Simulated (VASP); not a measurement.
PtS2, 6 atoms in the cell. Symmetry: P4_2/mmc, No. 131, tetragonal system. Conventional cell: a = 3.744 Å, b = 3.744 Å, c = 9.681 Å, α = 90.00°, β = 90.00°, γ = 90.00°. Within 3.1 Å of Pt (site symmetry mmm) lie 4 S at 2.34 Å. S (site symmetry 2mm) has 1 S at 2.02 Å and 2 Pt at 2.34 Å within 2.7 Å. 

| Quantity | Value |
| --- | --- |
| Program | VASP 6.6.1 |
| Task | single point |
| Functional | PBE |
| Potentials or basis | VASP PAW PBE potentials, release 64 (Pt, S) |
| Cutoff | 520 eV |
| k mesh | 4 × 4 × 2 |
| Occupations | gaussian, width 0.1 eV |
| Spin | no spin polarisation |
| Dipole correction | no |
| Further INCAR settings | ALGO = Normal; EDIFF = 1e-06; NBANDS = 31 |

Potentials or basis: VASP PAW PBE potentials, release 64 (Pt, S).

Run with:

```sh
$ cat potpaw_PBE.64/Pt/POTCAR potpaw_PBE.64/S/POTCAR > POTCAR
$ mpirun -np 1 vasp_std > vasp.out
```

Hardware: 1 thread of Intel(R) Xeon(R) 6975P-C (Granite Rapids), with other jobs on the host.

Question: Estimate the wall time of this run.

Answer: It took 31 s on 1 thread of Intel(R) Xeon(R) 6975P-C (Granite Rapids) (shared host), peak memory 0.23 GiB. Counts: scf iterations 14, k points 12.
